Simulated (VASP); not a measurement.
A run of VASP 6.6.1 is set up as follows.

Contents of INCAR:

```
SYSTEM = SrTiO3
PREC = Accurate
ENCUT = 520
EDIFF = 1E-6
ISMEAR = 0
SIGMA = 0.02
LREAL = .FALSE.
LASPH = .TRUE.
NELM = 80
ALGO = Normal
ISIF = 2
LWAVE = .FALSE.
LCHARG = .TRUE.
GGA = PE
LELF = .TRUE.
LVHAR = .TRUE.
NBANDS = 28
```

File KPOINTS:

```
regular mesh
0
G
  8 8 8
  0 0 0
```

POSCAR

```
SrTiO3
1.0
    4.0136081091      0.0000000000      0.0000000000
    0.0000000000      4.0136081091      0.0000000000
    0.0000000000      0.0000000000      4.0136081091
Sr Ti O
1 1 3
Direct
    0.5000000000      0.5000000000      0.5000000000
    0.0000000000      0.0000000000      0.0000000000
    0.5000000000      0.0000000000      0.0000000000
    0.0000000000      0.5000000000      0.0000000000
    0.0000000000      0.0000000000      0.5000000000
```

Potentials or basis: VASP PAW PBE potentials, release 64 (Sr_sv, Ti_sv, O).

Launch:

```bash
$ cat potpaw_PBE.64/Sr_sv/POTCAR potpaw_PBE.64/Ti_sv/POTCAR potpaw_PBE.64/O/POTCAR > POTCAR
$ mpirun -np 1 vasp_std > vasp.out
```

(1) Estimate the band gap on the k mesh.

(2) What does it give for the pressure?

Answers

(1) 1.70 eV (least direct gap 2.09 eV).

(2) -8.2 GPa.

Caveat: the cell stands under tension.
